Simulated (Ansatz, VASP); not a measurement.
**One calculation of Pt, two programs**

INCAR

```
SYSTEM = Pt
  ALGO = Fast
  EDIFF = 1E-7
  ENCUT = 520
  ISIF = 2
  ISMEAR = 0
  LASPH = .True.
  LCHARG = .False.
  LREAL = .False.
  LWAVE = .False.
  NBANDS = 11
  NELM = 80
  PREC = Accurate
  SIGMA = 0.15
```

The input KPOINTS:

```
k-points
0
Gamma
  22 22 22
  0 0 0
```

The input POSCAR:

```
Pt
1.0
   -1.3452296190      1.5575171673      1.5575171673
    1.5575171673     -1.3452296190      1.5575171673
    1.5575171673      1.5575171673     -1.3452296190
Pt
1
Direct
    0.0000000000      0.0000000000      0.0000000000
```

Input for Ansatz:

```yaml
crystal:
  lattice:
    - [-1.345229619, 1.5575171673, 1.5575171673]
    - [1.5575171673, -1.345229619, 1.5575171673]
    - [1.5575171673, 1.5575171673, -1.345229619]
  atoms:
    - { symbol: Pt, position: [0.0, 0.0, 0.0] }
basis:
  ecutwfc: 420
kpoints:
  mp_grid: { grid: [22, 22, 22] }
hamiltonian:
  xc: lda
  pseudopotentials: { kind: paw, azcp: { folder: soft_1 } }
scf:
  occupations: { method: gaussian, width: 0.15 }
output:
  forces: true
  stress: true
  eigenvalues: true
```

Alike in both runs: task single point; functional LDA; k mesh 22 × 22 × 22; occupations gaussian, width 0.15 eV; no spin polarisation.

|  | VASP | Ansatz |
| --- | --- | --- |
| version | VASP 6.6.1 | Ansatz 0.2.0 |
| potentials or method | VASP PAW LDA potentials, release 64 (Pt), cutoff 520 eV | scalar-relativistic, plane waves, PAW |
| valence electrons in the cell | 10 | 18 |

Ansatz gave:

| Item | Value |
| --- | --- |
| gap on the k mesh at the Fermi level (eV) | none |
| pressure (GPa) | 12.4 |
| traceless stress, the component that is largest in VASP (GPa) | -9.70 |

**Question.** What did VASP give for the same quantities?

**Answer.** gap on the k mesh at the Fermi level (eV): none; pressure (GPa): 13.2; traceless stress, the component that is largest in VASP (GPa): -9.86.

Ansatz warns that its potentials were made for another functional, while VASP's fit it. LDA's correlation is that of Perdew and Zunger in VASP and of Perdew and Wang (1992) in Ansatz. A gap of «none» marks a metal or a gap that the smearing closes. VASP's potentials hold 10 valence electrons a cell and Ansatz's 18, so a difference there can come from the potentials and not from the codes.

Neither program's run includes spin-orbit coupling.
